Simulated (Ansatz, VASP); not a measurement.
# Two plane-wave programs on BaMg6Cd

The input INCAR:

```
PREC = Accurate
ENCUT = 520
EDIFF = 1E-7
ISMEAR = 0
SIGMA = 0.1
LREAL = F
LASPH = T
NELM = 60
ALGO = Fast
ISIF = 2
LWAVE = F
LCHARG = F
GGA = PE
NBANDS = 27
```

Contents of KPOINTS:

```
Automatic mesh
0
Gamma
  8 6 6
```

Contents of POSCAR:

```
BaMg6Cd
1.0
    5.4879106034      0.0000000000      0.0000000000
    0.0000000000      3.4826257527      5.7961385610
    0.0000000000     -3.4826257527      5.7961385610
Ba Mg Cd
1 6 1
Direct
    0.0000000000      0.8353467064      0.8353467064
    0.0000000000      0.3283213396      0.8349027530
    0.0000000000      0.8349027530      0.3283213396
    0.0000000000      0.3339570706      0.3339570706
    0.5000000000      0.2083138948      0.6414264877
    0.5000000000      0.6414264877      0.2083138948
    0.5000000000      0.1680704111      0.1680704111
    0.5000000000      0.6496613368      0.6496613368
```

Input for Ansatz:

```yaml
crystal:
  lattice:
    - [5.4879106034, 0.0, 0.0]
    - [0.0, 3.4826257527, 5.796138561]
    - [0.0, -3.4826257527, 5.796138561]
  atoms:
    - { symbol: Ba, position: [0.0, 0.8353467064, 0.8353467064] }
    - { symbol: Mg, position: [0.0, 0.3283213396, 0.834902753] }
    - { symbol: Mg, position: [0.0, 0.834902753, 0.3283213396] }
    - { symbol: Mg, position: [0.0, 0.3339570706, 0.3339570706] }
    - { symbol: Mg, position: [0.5, 0.2083138948, 0.6414264877] }
    - { symbol: Mg, position: [0.5, 0.6414264877, 0.2083138948] }
    - { symbol: Mg, position: [0.5, 0.1680704111, 0.1680704111] }
    - { symbol: Cd, position: [0.5, 0.6496613368, 0.6496613368] }
basis:
  ecutwfc: 420
kpoints:
  mp_grid: { grid: [8, 6, 6] }
hamiltonian:
  xc: pbe
scf:
  occupations: { method: gaussian, width: 0.1 }
output:
  forces: true
  stress: true
  eigenvalues: true
```

Alike in both runs: task single point; functional PBE; k mesh 8 × 6 × 6; occupations gaussian, width 0.1 eV; no spin polarisation.

|  | VASP | Ansatz |
| --- | --- | --- |
| version | VASP 6.6.1 | Ansatz 0.2.0 |
| potentials or method | VASP PAW PBE potentials, release 64 (Ba_sv, Mg, Cd), cutoff 520 eV | scalar-relativistic, plane waves, PAW |
| valence electrons in the cell | 34 | 90 |

```tsv
	VASP	Ansatz	Ansatz less VASP
gap on the k mesh at the Fermi level (eV)	none	none	-
pressure (GPa)	-0.1	-0.1	0.00
traceless stress, the component that is largest in VASP (GPa)	-1.82	-1.80	+0.016
rms of the force components (eV/Å)	0.106	0.110	+0.0036
```

Atom by atom the forces differ by 0.005 eV/Å (rms over components). A gap of «none» marks a metal or a gap that the smearing closes. VASP's potentials hold 34 valence electrons a cell and Ansatz's 90, so a difference there can come from the potentials and not from the codes.

Neither program's run includes spin-orbit coupling.
